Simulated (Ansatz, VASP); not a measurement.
Os: VASP beside Ansatz

```
Os
1.0
     2.71752    0.00000    0.00000
    -1.35876    2.35345    0.00000
     0.00000    0.00000    4.28446
Os
2
Direct
  0.33333 0.66667 0.25000
  0.66667 0.33333 0.75000
```

Alike in both runs: task single point; functional LDA; k mesh 13 × 13 × 8; occupations methfessel-paxton of order 1, width 0.2 eV; no spin polarisation.

```csv
,VASP,Ansatz
version,VASP 6.6.1,Ansatz 0.2.0
potentials or method,"VASP PAW LDA potentials, release 64 (Os_sv_GW), cutoff 560 eV","plane waves (420 eV) with PAW, scalar-relativistic"
valence electrons in the cell,32,32
```

VASP gave:

```
pressure (GPa)                                                : 0.4
traceless stress, the component that is largest in VASP (GPa) : -0.90
```

Estimate Ansatz's values.

pressure (GPa): -0.1; traceless stress, the component that is largest in VASP (GPa): -1.00.

Ansatz warns that its potentials were made for another functional, while VASP's fit it. LDA's correlation is that of Perdew and Zunger in VASP and of Perdew and Wang (1992) in Ansatz.

Neither program's run includes spin-orbit coupling.
